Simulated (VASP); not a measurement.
Input of a VASP 6.6.1 run:

INCAR

```
SYSTEM = EuSb
ALGO = Normal ; EDIFF = 1E-7
ENCUT = 520 ; GGA = PE
ISIF = 2 ; ISMEAR = 0
ISPIN = 2 ; LASPH = .True.
LCHARG = .False. ; LDAU = .True.
LDAUJ = 0 0 ; LDAUL = 3 -1
LDAUPRINT = 1 ; LDAUTYPE = 2
LDAUU = 6 0 ; LMAXMIX = 6
LORBIT = 11 ; LREAL = .False.
LWAVE = .False. ; MAGMOM = 6 6 0 0
NBANDS = 34 ; NELM = 150
PREC = Accurate ; SIGMA = 0.05
```

The input KPOINTS:

```
k-points
0
Gamma
  4 4 4
  0 0 0
```

The input POSCAR:

```
EuSb
1.0
    4.8259792593      0.0000000000      0.0000000000
   -2.4129896297      4.1794206367      0.0000000000
    0.0000000000      0.0000000000      7.9038397857
Eu Sb
2 2
Direct
    0.6666666667      0.3333333333      0.0000000000
    0.3333333333      0.6666666667      0.5000000000
    0.6666666667      0.3333333333      0.6252000000
    0.3333333333      0.6666666667      0.1252000000
```

Potentials or basis: VASP PAW PBE potentials, release 64 (Eu, Sb).

Command:

```sh
$ cat potpaw_PBE.64/Eu/POTCAR potpaw_PBE.64/Sb/POTCAR > POTCAR
$ mpirun -np 1 vasp_std > vasp.out
```

Q: Estimate the net moment.

A: 13.33 μB per cell.

Q: Estimate the largest force.

A: 0.003 eV/Å.

Stress tensor (GPa, compression positive):
```
7.28 0.00 0.00
0.00 7.28 0.00
0.00 0.00 6.76
```

Caveat: the k points lie up to 0.38 Å⁻¹ apart. The state reached can hang on the start; a lower one may exist.
